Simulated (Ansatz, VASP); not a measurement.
BeTe: VASP beside Ansatz

```
Be Te
1.0
     4.07299    0.00000    0.00000
    -2.03649    3.52731    0.00000
     0.00000    0.00000    8.84406
Be Te
2 2
Direct
  0.33333 0.66667 0.25000
  0.66667 0.33333 0.75000
  0.66667 0.33333 0.25000
  0.33333 0.66667 0.75000
```

Alike in both runs: task single point; functional PBE; k mesh 6 × 6 × 4; no spin polarisation.

```csv
,VASP,Ansatz
version,VASP 6.6.1,Ansatz 0.2.0
potentials or method,"VASP PAW PBE potentials, release 64 (Be, Te)","plane waves, PAW"
plane-wave cutoff (eV),520,420
occupations,"gaussian, width 0.01 eV",fixed
valence electrons in the cell,16,36
```

VASP gave:

- gap on the k mesh at the Fermi level (eV): 2.77
- pressure (GPa): -1.0
- traceless stress, the component that is largest in VASP (GPa): 0.90

Task: What did Ansatz give for the same quantities?

Result: gap on the k mesh at the Fermi level (eV): 2.78; pressure (GPa): -1.1; traceless stress, the component that is largest in VASP (GPa): 1.01.

VASP's potentials hold 16 valence electrons a cell and Ansatz's 36, so a difference there can come from the potentials and not from the codes.

Neither program's run includes spin-orbit coupling.
